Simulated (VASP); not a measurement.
Runs of VASP 6.6.1 on NbRh. The structure is that of space group P4/mmm (No. 123), or close to it. The cells are those of the table. 

| task | cell | cutoff (eV) | smearing | gap on the mesh (eV) | pressure (GPa) | relaxed volume (Å³/atom) |
| --- | --- | --- | --- | --- | --- | --- |
| relaxation of cell and atoms | relaxed from a = 2.842, b = 2.842, c = 3.809 Å, 2 atoms | 600 | gaussian 0.1 eV | none | 0.0 | 15.03 |
| relaxation of cell and atoms | relaxed from a = 2.806, b = 2.806, c = 3.813 Å, 2 atoms | 600 | fermi-dirac 0.15 eV | none | 0.0 | (a) |
| single point | a = 2.809, b = 2.809, c = 3.812 Å, 2 atoms | 520 | fermi-dirac 0.15 eV | none | 0.2 | - |
| single point | a = 2.806, b = 2.806, c = 3.813 Å, 2 atoms | 520 | gaussian 0.1 eV | none | 0.2 | - |

Alike in all rows: level LDA; potentials or basis VASP PAW LDA potentials, release 64 (Nb_sv, Rh_pv); no spin polarisation; k mesh 14 × 14 × 12.

Question: Fill in the values left out.

Answer: (a) 15.05.

A k mesh can miss the band edges, and the runs leave out spin-orbit coupling on Nb, Rh.

A gap of «none» marks levels without a gap at the run's occupations.
